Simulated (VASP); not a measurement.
# PbO2 (P4_2/mnm) in VASP: notebook

PbO2 is run at these levels: PBE, r2SCAN; tasks: single point.

All numbers are computed with VASP 6.6.1; they aren't measurements. Logs are shortened: lines on timing, memory, paths and dates and some standing lists are left out, and cuts for length are marked.

## Step 1: The cell of the first run

The structure is tetragonal, space group P4_2/mnm (No. 136). The conventional cell has a = 5.133 Å, b = 5.133 Å, c = 3.510 Å, α = 90.00°, β = 90.00°, γ = 90.00°. Within 3.0 Å of Pb (site symmetry mmm) lie 6 O at 2.23 to 2.25 Å. Within 3.0 Å of O (site symmetry m2m) lie 3 Pb at 2.23 to 2.25 Å and 1 O at 2.76 Å.

## Step 2: Single point, PBE (strain +3.0%)

INCAR reads:

```
PREC = Accurate
ENCUT = 520
EDIFF = 1E-6
ISMEAR = -1
SIGMA = 0.02
LREAL = F
LASPH = T
NELM = 100
ALGO = Normal
ISIF = 2
LWAVE = F
LCHARG = T
GGA = PE
LELF = T
LVHAR = T
NBANDS = 35
```

KPOINTS reads:

```
Automatic mesh
0
Gamma
  6 6 8
```

POSCAR reads:

```
PbO2
1.0
    5.1333614635      0.0000000000      0.0000000000
    0.0000000000      5.1333614635      0.0000000000
    0.0000000000      0.0000000000      3.5098509722
Pb O
2 4
Direct
    0.0000000000      0.0000000000      0.0000000000
    0.5000000000      0.5000000000      0.5000000000
    0.3095752557      0.3095752557      0.0000000000
    0.1904247443      0.8095752557      0.5000000000
    0.8095752557      0.1904247443      0.5000000000
    0.6904247443      0.6904247443      0.0000000000
```

Potentials or basis: VASP PAW PBE potentials, release 64 (Pb_d, O).

Run with:

```console
$ cat potpaw_PBE.64/Pb_d/POTCAR potpaw_PBE.64/O/POTCAR > POTCAR
$ mpirun -np 1 vasp_std > vasp.out
```

OUTCAR:

```text
PREC = Accurate
   ENCUT = 520
   EDIFF = 1E-6
   ISMEAR = -1
   LREAL = F
   LASPH = T
   NELM = 100
   ISIF = 2
   GGA = PE

 ion  position               nearest neighbor table
   1  0.000  0.000  0.000-   4 2.23   5 2.23   4 2.23   5 2.23   3 2.25   6 2.25   2 4.03   2 4.03
                             2 4.03   2 4.03   2 4.03   2 4.03   2 4.03   2 4.03
   2  0.500  0.500  0.500-   3 2.23   6 2.23   3 2.23   6 2.23   5 2.25   4 2.25   1 4.03   1 4.03
                             1 4.03   1 4.03   1 4.03   1 4.03   1 4.03   1 4.03
   3  0.310  0.310  0.000-   2 2.23   2 2.23   1 2.25
   4  0.190  0.810  0.500-   1 2.23   1 2.23   2 2.25
   5  0.810  0.190  0.500-   1 2.23   1 2.23   2 2.25
   6  0.690  0.690  0.000-   2 2.23   2 2.23   1 2.25

  LATTYP: Found a simple tetragonal cell.
 ALAT       =     5.1333614635
 C/A-ratio  =     0.6837334556

  Lattice vectors:

 A1 = (   5.1333614635,   0.0000000000,   0.0000000000)
 A2 = (   0.0000000000,   5.1333614635,   0.0000000000)
 A3 = (   0.0000000000,   0.0000000000,   3.5098509722)

Analysis of symmetry for initial positions (statically):
=====================================================================
 Subroutine PRICEL returns:
 Original cell was already a primitive cell.

 Routine SETGRP: Setting up the symmetry group for a
 simple tetragonal supercell.

 Subroutine GETGRP returns: Found 16 space group operations
 (whereof  8 operations were pure point group operations)
 out of a pool of 16 trial point group operations.

The static configuration has the point symmetry D_2h.
 The point group associated with its full space group is D_4h.

Analysis of symmetry for dynamics (positions and initial velocities):
=====================================================================
 Subroutine PRICEL returns:
 Original cell was already a primitive cell.

 Routine SETGRP: Setting up the symmetry group for a
 simple tetragonal supercell.

 Subroutine GETGRP returns: Found 16 space group operations
 (whereof  8 operations were pure point group operations)
 out of a pool of 16 trial point group operations.

The dynamic configuration has the point symmetry D_2h.
 The point group associated with its full space group is D_4h.

 Subroutine INISYM returns: Found 16 space group operations
 (whereof  8 operations are pure point group operations),
 and found     1 'primitive' translations

[... 104 lines left out ...]
   EDIFFG = 0.1E-04   stopping-criterion for IOM
   NSW    =      0    number of steps for IOM
   IBRION =     -1    ionic relax: 0-MD 1-quasi-New 2-CG
   NFREE  =      0    steps in history (QN), initial steepest desc. (CG)
   ISIF   =      2    stress and relaxation
   ISYM   =      2    0-nonsym 1-usesym 2-fastsym
   POTIM  = 0.5000    time-step for ionic-motion
   TEBEG  =    0.0;   TEEND  =   0.0 temperature during run
   PSTRESS=    0.0 pullay stress
   NELECT =      52.0000    total number of electrons
   NUPDOWN=      -1.0000    fix difference up-down
   EMIN   =  10.00;   EMAX   =-10.00  energy-range for DOS
   EFERMI =   0.00;   METHOD = LEGACY
   ISMEAR =    -1;   SIGMA  =   0.02  broadening in eV -4-tet -1-fermi 0-gaus
   EFERMI_NEDOS =   21; number of points for ismear=-14 and -15
   IALGO  =     38    algorithm
   IMIX   =      4    mixing-type and parameters
     AMIX     =   0.40;   BMIX     =  1.00
     AMIX_MAG =   1.60;   BMIX_MAG =  1.00
  volume/ion in A,a.u.               =      15.41       104.02
  Fermi-wavevector in a.u.,A,eV,Ry     =   1.351176  2.553352 24.839826  1.825676
  Thomas-Fermi vector in A             =   2.478619
   LORBIT       =      0    0 simple, 1 ext, 2 COOP (PROOUT), +10 PAW based schemes
   GGA     = PE    functional components
   LHFCALC =     F    Hartree Fock is set to
   AEXX    =    0.0000 exact exchange contribution
   IVDW    =     0    specifies the selected vdW correction
   LEPSILON=     F    determine dielectric tensor
   LRPA    =     F    only Hartree local field effects (RPA)
 non-spin polarized calculation
  energy-cutoff  :      520.00
  volume of cell :       92.49
 maximum number of plane-waves:      2517
 NGX is ok and might be reduce to    40
   NGX = 19   NGY = 19   NGZ = 13

 number of electron      52.0000001 magnetization

 Free energy of the ion-electron system (eV)
  ---------------------------------------------------
  ext. energy  EPLUGINS =         0.00000000
  ---------------------------------------------------
  free energy    TOTEN  =       -31.82041784 eV

  energy without entropy =      -31.81925898  energy(sigma->0) =      -31.81983841

 E-fermi :   3.3274     XC(G=0): -10.1715

 val. band max:        3.2848620680   @ k =   0.1667   0.0000   0.1250
 cond. band min:       3.3493573507   @ k =   0.0000   0.0000   0.1250
 fundamental gap:      0.0644952827
 Fermi energy:         3.3273747464

 k-point     1 :       0.0000    0.0000    0.0000
  band No.  band energies     occupation
      1     -14.4210      2.00000
      2     -14.4137      2.00000
      3     -12.9235      2.00000
      4     -12.9235      2.00000
      5     -12.1253      2.00000
      6     -12.0219      2.00000
[... 901 lines left out ...]
     34      14.0557      0.00000
     35      15.1416      0.00000

 [... further k-points ...]

------------------------ aborting loop because EDIFF is reached ----------------------------------------

  FORCE on cell =-STRESS in cart. coord.  units (eV):
  Direction    XX          YY          ZZ          XY          YZ          ZX
  --------------------------------------------------------------------------------------
  -------------------------------------------------------------------------------------
  Total       -2.0189997     -2.0189997     -3.2281026      0.0000000      0.0000000      0.0000000
  in kB      -34.9747375    -34.9747375    -55.9197920      0.0000000      0.0000000      0.0000000
  external PRESSURE =     -41.9564223 kB  Pullay stress =       0.0000000 kB

 VOLUME and BASIS-vectors are now :
 -----------------------------------------------------------------------------
  energy-cutoff  :      520.00
  volume of cell :       92.49
      direct lattice vectors                 reciprocal lattice vectors
     5.133361463  0.000000000  0.000000000     0.194804127  0.000000000  0.000000000
     0.000000000  5.133361463  0.000000000     0.000000000  0.194804127  0.000000000
     0.000000000  0.000000000  3.509850972     0.000000000  0.000000000  0.284912382

 POSITION                                       TOTAL-FORCE (eV/Angst)
 -----------------------------------------------------------------------------------
      0.00000      0.00000      0.00000        -0.000000     -0.000000      0.000000
      2.56668      2.56668      1.75493        -0.000000     -0.000000      0.000000
      1.58916      1.58916      0.00000        -0.046111     -0.046111     -0.000000
      0.97752      4.15584      1.75493         0.046111     -0.046111     -0.000000
      4.15584      0.97752      1.75493        -0.046111      0.046111      0.000000
      3.54420      3.54420      0.00000         0.046111      0.046111      0.000000
 -----------------------------------------------------------------------------------
    total drift:                                0.000000     -0.000000      0.000000

  FREE ENERGIE OF THE ION-ELECTRON SYSTEM (eV)
  ---------------------------------------------------
  free  energy   TOTEN  =       -31.8204178423 eV

  energy  without entropy=      -31.8192589837  energy(sigma->0) =      -31.81983841
```

It took 3.5 min on 1 thread of AMD EPYC 7R13, shared host; peak memory 0.25 GiB.

What came out:

```
Free energy            : -31.8204 eV
Pressure               : -4.2 GPa
Largest force          : 0.065 eV/Å
Band gap on the k mesh : 0.06 eV (least direct gap 0.08 eV)
```

Forces on the atoms (eV/Å):
```
Pb   0.000  0.000  0.000
Pb   0.000  0.000  0.000
O   -0.046 -0.046  0.000
O    0.046 -0.046  0.000
O   -0.046  0.046  0.000
O    0.046  0.046  0.000
```

Levels at points of the mesh, in eV from the valence-band top:
```
           k point  band 22  band 23  band 24  band 25  band 26  band 27  band 28  band 29  band 30  band 31
(0.00, 0.00, 0.00)    -0.80    -0.62    -0.62    -0.45    -0.45     0.15     3.51     5.61     5.61     9.43
(0.50, 0.00, 0.00)    -1.14    -0.63    -0.63    -0.28    -0.28     1.85     1.85     6.15     6.15     9.07
(0.50, 0.50, 0.00)    -1.29    -0.67    -0.67    -0.36    -0.36     2.17     2.17     6.31     6.31     9.44
(0.00, 0.00, 0.50)    -1.81    -0.88    -0.88    -0.63    -0.63     3.14     3.14     8.44     8.44     9.15
(0.50, 0.00, 0.50)    -0.92    -0.59    -0.59    -0.24    -0.24     3.41     3.41     6.84     6.84     9.34
(0.50, 0.50, 0.50)    -1.78    -0.54    -0.54    -0.38    -0.38     2.38     2.38     7.93     7.93     9.21
```

Caveat: the cell differs from its parent crystal (strain +3.0%); the cell stands under tension; the structure was generated, so it needn't be the stable form of PbO2; spin-orbit coupling is left out, which moves the levels of the heavy elements.

## Step 3: Single point, PBE (strain +4.0%)

INCAR reads:

```
PREC = Accurate
ENCUT = 520
EDIFF = 1E-6
ISMEAR = -1
SIGMA = 0.02
LREAL = F
LASPH = T
NELM = 80
ALGO = Normal
ISIF = 2
LWAVE = F
LCHARG = F
GGA = PE
NBANDS = 35
```

KPOINTS is that of step 2.

POSCAR reads:

```
PbO2
1.0
    5.1831999243      0.0000000000      0.0000000000
    0.0000000000      5.1831999243      0.0000000000
    0.0000000000      0.0000000000      3.5439271952
Pb O
2 4
Direct
    0.0000000000      0.0000000000      0.0000000000
    0.5000000000      0.5000000000      0.5000000000
    0.3105106286      0.3105106286      0.0000000000
    0.1894893714      0.8105106286      0.5000000000
    0.8105106286      0.1894893714      0.5000000000
    0.6894893714      0.6894893714      0.0000000000
```

Potentials or basis: VASP PAW PBE potentials, release 64 (Pb_d, O).

Run with:

```console
$ cat potpaw_PBE.64/Pb_d/POTCAR potpaw_PBE.64/O/POTCAR > POTCAR
$ mpirun -np 1 vasp_std > vasp.out
```

It took 3.5 min on 1 thread of AMD EPYC 7R13, shared host; peak memory 0.25 GiB.

Results (log left out):

```
Free energy            : -31.7286 eV
Pressure               : -6.8 GPa
Largest force          : 0.073 eV/Å
Band gap on the k mesh : 0.07 eV (least direct gap 0.17 eV)
```

Forces on the atoms (eV/Å):
```
Pb   0.000  0.000  0.000
Pb   0.000  0.000  0.000
O   -0.052 -0.052  0.000
O    0.052 -0.052  0.000
O   -0.052  0.052  0.000
O    0.052  0.052  0.000
```

Stress tensor (GPa, compression positive):
```
-5.72  0.00  0.00
 0.00 -5.72  0.00
 0.00  0.00 -8.85
```

Levels at points of the mesh, in eV from the valence-band top:
| k point | band 23 | band 24 | band 25 | band 26 | band 27 | band 28 | band 29 | band 30 |
| --- | --- | --- | --- | --- | --- | --- | --- | --- |
| (0.00, 0.00, 0.00) | -0.64 | -0.64 | -0.43 | -0.43 | 0.14 | 3.24 | 5.49 | 5.49 |
| (0.50, 0.00, 0.00) | -0.65 | -0.65 | -0.28 | -0.28 | 1.65 | 1.65 | 6.00 | 6.00 |
| (0.50, 0.50, 0.00) | -0.69 | -0.69 | -0.35 | -0.35 | 1.94 | 1.94 | 6.14 | 6.14 |
| (0.00, 0.00, 0.50) | -0.83 | -0.83 | -0.61 | -0.61 | 2.94 | 2.94 | 8.27 | 8.27 |
| (0.50, 0.00, 0.50) | -0.55 | -0.55 | -0.28 | -0.28 | 3.19 | 3.19 | 6.65 | 6.65 |
| (0.50, 0.50, 0.50) | -0.53 | -0.53 | -0.36 | -0.36 | 2.22 | 2.22 | 7.75 | 7.75 |

Caveat: the cell differs from its parent crystal (strain +4.0%); the cell stands under tension; the structure was generated, so it needn't be the stable form of PbO2; spin-orbit coupling is left out, which moves the levels of the heavy elements.

## Step 4: Single point, r2SCAN (strain -4.0%)

POSCAR reads:

```
PbO2
1.0
    4.7844922378      0.0000000000      0.0000000000
    0.0000000000      4.7844922378      0.0000000000
    0.0000000000      0.0000000000      3.2713174110
Pb O
2 4
Direct
    0.0000000000      0.0000000000      0.0000000000
    0.5000000000      0.5000000000      0.5000000000
    0.3050476694      0.3050476694      0.0000000000
    0.1949523306      0.8050476694      0.5000000000
    0.8050476694      0.1949523306      0.5000000000
    0.6949523306      0.6949523306      0.0000000000
```

INCAR.step1 reads:

```
SYSTEM = PbO2
PREC     = Accurate       ! precision mode
ENCUT    = 520            ! plane-wave cutoff, eV
ISMEAR   = -1             ! smearing method
SIGMA    = 0.02           ! smearing width, eV
LREAL    = .FALSE.        ! projectors in reciprocal space
LASPH    = .TRUE.         ! aspherical terms in the spheres
NELM     = 80             ! most SCF steps
NBANDS   = 35             ! bands
GGA      = PE             ! functional
ALGO     = Normal         ! electronic algorithm
EDIFF    = 1E-4           ! SCF threshold, eV
LWAVE    = .TRUE.         ! write WAVECAR
LCHARG   = .FALSE.        ! write CHGCAR
```

INCAR.step2 reads:

```
SYSTEM = PbO2
PREC     = Accurate       ! precision mode
ENCUT    = 520            ! plane-wave cutoff, eV
EDIFF    = 1E-6           ! SCF threshold, eV
ISMEAR   = -1             ! smearing method
SIGMA    = 0.02           ! smearing width, eV
LREAL    = .FALSE.        ! projectors in reciprocal space
LASPH    = .TRUE.         ! aspherical terms in the spheres
NELM     = 80             ! most SCF steps
ALGO     = Normal         ! electronic algorithm
ISIF     = 2              ! what is computed and relaxed
LWAVE    = .FALSE.        ! write WAVECAR
LCHARG   = .FALSE.        ! write CHGCAR
METAGGA  = R2SCAN         ! meta-GGA
LMIXTAU  = .TRUE.       
NBANDS   = 35             ! bands
ISTART   = 1
```

KPOINTS reads:

```
regular mesh
0
G
  6 6 8
  0 0 0
```

Potentials or basis: VASP PAW PBE potentials, release 64 (Pb_d, O).

Run with:

```console
$ cat potpaw_PBE.64/Pb_d/POTCAR potpaw_PBE.64/O/POTCAR > POTCAR
$ cp INCAR.step1 INCAR
$ mpirun -np 1 vasp_std > vasp.out
$ cp INCAR.step2 INCAR
$ mpirun -np 1 vasp_std > vasp.out
```

OUTCAR:

```text
SYSTEM = PbO2
   PREC = Accurate
   ENCUT = 520
   EDIFF = 1E-6
   ISMEAR = -1
   LREAL = .FALSE.
   LASPH = .TRUE.
   NELM = 80
   ISIF = 2
   METAGGA = R2SCAN
   ISTART = 1

 ion  position               nearest neighbor table
   1  0.000  0.000  0.000-   3 2.06   6 2.06   5 2.10   4 2.10   4 2.10   5 2.10   2 3.76   2 3.76
                             2 3.76   2 3.76   2 3.76   2 3.76   2 3.76   2 3.76
   2  0.500  0.500  0.500-   4 2.06   5 2.06   3 2.10   6 2.10   3 2.10   6 2.10   1 3.76   1 3.76
                             1 3.76   1 3.76   1 3.76   1 3.76   1 3.76   1 3.76
   3  0.305  0.305  0.000-   1 2.06   2 2.10   2 2.10
[... 1125 lines left out ...]
  Total       11.1284534     11.1284534     14.2534134      0.0000000      0.0000000      0.0000000
  in kB      238.0953981    238.0953981    304.9545167      0.0000000      0.0000000      0.0000000
  external PRESSURE =     260.3817709 kB  Pullay stress =       0.0000000 kB

 VOLUME and BASIS-vectors are now :
 -----------------------------------------------------------------------------
  energy-cutoff  :      520.00
  volume of cell :       74.88
      direct lattice vectors                 reciprocal lattice vectors
     4.784492238  0.000000000  0.000000000     0.209008595  0.000000000  0.000000000
     0.000000000  4.784492238  0.000000000     0.000000000  0.209008595  0.000000000
     0.000000000  0.000000000  3.271317411     0.000000000  0.000000000  0.305687243

 POSITION                                       TOTAL-FORCE (eV/Angst)
 -----------------------------------------------------------------------------------
      0.00000      0.00000      0.00000         0.000000      0.000000      0.000000
      2.39225      2.39225      1.63566         0.000000      0.000000      0.000000
      1.45950      1.45950      0.00000        -0.011620     -0.011620     -0.000000
      0.93275      3.85174      1.63566         0.011620     -0.011620     -0.000000
      3.85174      0.93275      1.63566        -0.011620      0.011620      0.000000
      3.32499      3.32499      0.00000         0.011620      0.011620      0.000000
 -----------------------------------------------------------------------------------
    total drift:                                0.000000      0.000000      0.000000

  FREE ENERGIE OF THE ION-ELECTRON SYSTEM (eV)
  ---------------------------------------------------
  free  energy   TOTEN  =      -141.5196327172 eV

  energy  without entropy=     -141.5195921539  energy(sigma->0) =     -141.51961244
```

OUTCAR.step1:

```text
SYSTEM = PbO2
   PREC = Accurate
   ENCUT = 520
   ISMEAR = -1
   LREAL = .FALSE.
   LASPH = .TRUE.
   NELM = 80
[... 1152 lines left out ...]
      0.93275      3.85174      1.63566         0.021333     -0.021333      0.000000
      3.85174      0.93275      1.63566        -0.021333      0.021333     -0.000000
      3.32499      3.32499      0.00000         0.021333      0.021333     -0.000000
 -----------------------------------------------------------------------------------
    total drift:                                0.000000      0.000000      0.000000

  FREE ENERGIE OF THE ION-ELECTRON SYSTEM (eV)
  ---------------------------------------------------
  free  energy   TOTEN  =       -30.6819023391 eV

  energy  without entropy=      -30.6815415210  energy(sigma->0) =      -30.68172193
```

Run time: 10 min. Hardware: 1 thread of AMD EPYC 7R13, shared host; peak memory 0.22 GiB.

What came out:

```yaml
Free_energy: -141.5196 eV
Pressure: 26.0 GPa
Largest_force: 0.016 eV/Å
Band_gap_on_the_k_mesh: 0.17 eV (least direct gap 0.28 eV)
```

Forces on the atoms (eV/Å):
```
Pb   0.000  0.000  0.000
Pb   0.000  0.000  0.000
O   -0.012 -0.012  0.000
O    0.012 -0.012  0.000
O   -0.012  0.012  0.000
O    0.012  0.012  0.000
```

Levels at points of the mesh, in eV from the valence-band top:
```tsv
k point	band 23	band 24	band 25	band 26	band 27	band 28	band 29	band 30
(0.00, 0.00, 0.00)	-0.80	-0.50	-0.50	-0.10	0.17	5.99	7.01	7.01
(0.50, 0.00, 0.00)	-0.59	-0.59	-0.54	-0.54	3.93	3.93	7.69	7.69
(0.50, 0.50, 0.00)	-0.75	-0.75	-0.57	-0.57	4.46	4.46	8.15	8.15
(0.00, 0.00, 0.50)	-1.58	-1.58	-1.10	-1.10	5.37	5.37	10.39	10.39
(0.50, 0.00, 0.50)	-1.17	-1.17	0.00	0.00	5.76	5.76	8.92	8.92
(0.50, 0.50, 0.50)	-0.94	-0.94	-0.84	-0.84	4.20	4.20	9.56	9.56
```

Caveat: the cell differs from its parent crystal (strain -4.0%); the stress differs along the axes, from 24 to 30 GPa; the structure was generated, so it needn't be the stable form of PbO2; the PAW data sets were made with another functional, which shifts forces and pressure a little; spin-orbit coupling is left out, which moves the levels of the heavy elements.

## Step 5: Overview

| level | cell | gap on the mesh (eV) | pressure (GPa) | largest force (eV/Å) |
| --- | --- | --- | --- | --- |
| PBE | a = 5.133, b = 5.133, c = 3.510 Å, 6 atoms, strain +3.0% | 0.06 | -4.2 | 0.07 |
| PBE | a = 5.183, b = 5.183, c = 3.544 Å, 6 atoms, strain +4.0% | 0.07 | -6.8 | 0.07 |
| r2SCAN | a = 4.784, b = 4.784, c = 3.271 Å, 6 atoms, strain -4.0% | 0.17 | 26.0 | 0.02 |

Alike in all rows: task single point; potentials or basis VASP PAW PBE potentials, release 64 (Pb_d, O); no spin polarisation; k mesh 6 × 6 × 8; cutoff (eV) 520; smearing fermi-dirac 0.02 eV.

Caveats: the structure was generated, so it needn't be the stable form of PbO2; spin-orbit coupling is left out, which moves the levels of the heavy elements; the cell stands under tension (at least some runs); the stress differs along the axes, from 24 to 30 GPa (at least some runs); the PAW data sets were made with another functional, which shifts forces and pressure a little (at least some runs).

Absolute energies hang on the potentials; compare differences alone.
